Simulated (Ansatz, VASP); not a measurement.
# ZnSe in VASP and in Ansatz

```
Zn Se
1.0
     3.77967    0.00000    0.00000
    -1.88983    3.27329    0.00000
     0.00000    0.00000    6.13190
Zn Se
2 2
Direct
  0.00000 0.00000 0.00000
  0.00000 0.00000 0.50000
  0.33333 0.66667 0.25000
  0.66667 0.33333 0.75000
```

Alike in both runs: task single point; functional PBE; k mesh 12 × 12 × 4; occupations fermi-dirac, width 0.02 eV; no spin polarisation.

|  | VASP | Ansatz |
| --- | --- | --- |
| version | VASP 6.6.1 | Ansatz 0.2.0 |
| potentials or method | VASP PAW PBE potentials, release 64 (Zn, Se) | plane waves, PAW |
| plane-wave cutoff (eV) | 520 | 420 |
| valence electrons in the cell | 36 | 56 |

VASP gave:

```
pressure (GPa) : 2.4
```

Question: Estimate Ansatz's values.

Answer: Pressure (GPa): 2.1.

The functional is the same, so the differences come from potentials, cutoffs and numerics. VASP's potentials hold 36 valence electrons a cell and Ansatz's 56, so a difference there can come from the potentials and not from the codes.
